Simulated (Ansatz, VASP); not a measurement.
Two plane-wave programs on Si2Ni

```
Ni Si
1.0
     0.00000    2.70300    2.70300
     2.70300    0.00000    2.70300
     2.70300    2.70300    0.00000
Ni Si
1 2
Direct
  0.00000 0.00000 0.00000
  0.75000 0.75000 0.75000
  0.25000 0.25000 0.25000
```

Alike in both runs: task single point; functional PBE; k mesh 9 × 9 × 9; occupations gaussian, width 0.024 eV; collinear spin.

```csv
,VASP,Ansatz
version,VASP 6.6.1,Ansatz 0.2.0
potentials or method,"VASP PAW PBE potentials, release 64 (Ni, Si)",Ansatz PAW
plane-wave cutoff (eV),520,420
valence electrons in the cell,18,26
```

Ansatz gave:

```
gap on the k mesh at the Fermi level (eV) : none
pressure (GPa)                            : 4.0
net moment per atom (μB)                  : 0.00
```

Q: Estimate VASP's values.

A: gap on the k mesh at the Fermi level (eV): none; pressure (GPa): 3.9; net moment per atom (μB): 0.00.

A gap of «none» marks a metal or a gap that the smearing closes. VASP's potentials hold 18 valence electrons a cell and Ansatz's 26, so a difference there can come from the potentials and not from the codes.
